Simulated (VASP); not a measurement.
Wanted: the native input for a VASP 6.6.1 run.

```yaml
Task: single point
Functional: PBEsol
Potentials_or_basis: VASP PAW PBE potentials, release 64 (Sr_sv, O)
Cutoff: 520 eV
k_mesh: 9 × 9 × 6
Occupations: gaussian, width 0.02 eV
Spin: no spin polarisation
Dipole_correction: no
Further_INCAR_settings: ALGO = Normal; EDIFF = 1e-07; NBANDS = 24
```

The structure of SrO lies in POSCAR:

```
SrO
1.0
    4.2088545012      0.0000000000      0.0000000000
   -2.1044272506      3.6449749188      0.0000000000
    0.0000000000      0.0000000000      5.3846065195
Sr O
2 2
Direct
    0.3333333300      0.6666666700      0.9497655420
    0.6666666700      0.3333333300      0.4497655420
    0.3333333300      0.6666666700      0.4252344580
    0.6666666700      0.3333333300      0.9252344580
```

This cell differs from its parent crystal: strained.

One way to write it, as run:

INCAR

```
SYSTEM = SrO
ALGO = Normal
EDIFF = 1E-7
ENCUT = 520
GGA = PS
ISIF = 2
ISMEAR = 0
LASPH = .TRUE.
LCHARG = .FALSE.
LREAL = .FALSE.
LWAVE = .FALSE.
NBANDS = 24
NELM = 60
PREC = Accurate
SIGMA = 0.02
```

KPOINTS

```
k-points
0
G
  9 9 6
  0 0 0
```

Potentials or basis: VASP PAW PBE potentials, release 64 (Sr_sv, O).

Launch:

```sh
$ cat potpaw_PBE.64/Sr_sv/POTCAR potpaw_PBE.64/O/POTCAR > POTCAR
$ mpirun -np 1 vasp_std > vasp.out
```

Results of the run:

| Quantity | Value |
| --- | --- |
| Pressure | -1.8 GPa |
| Largest force | 0.046 eV/Å |
| Band gap on the k mesh | 2.57 eV (least direct gap 2.63 eV) |

Caveat: the cell differs from its parent crystal (strained); the PAW data sets were made with another functional, which shifts forces and pressure a little; an odd mesh through Γ misses points on the zone boundary, where band edges can lie.

Run time: 58 s on 1 thread of Intel(R) Xeon(R) Platinum 8488C (Sapphire Rapids) (shared host), peak memory 0.23 GiB.
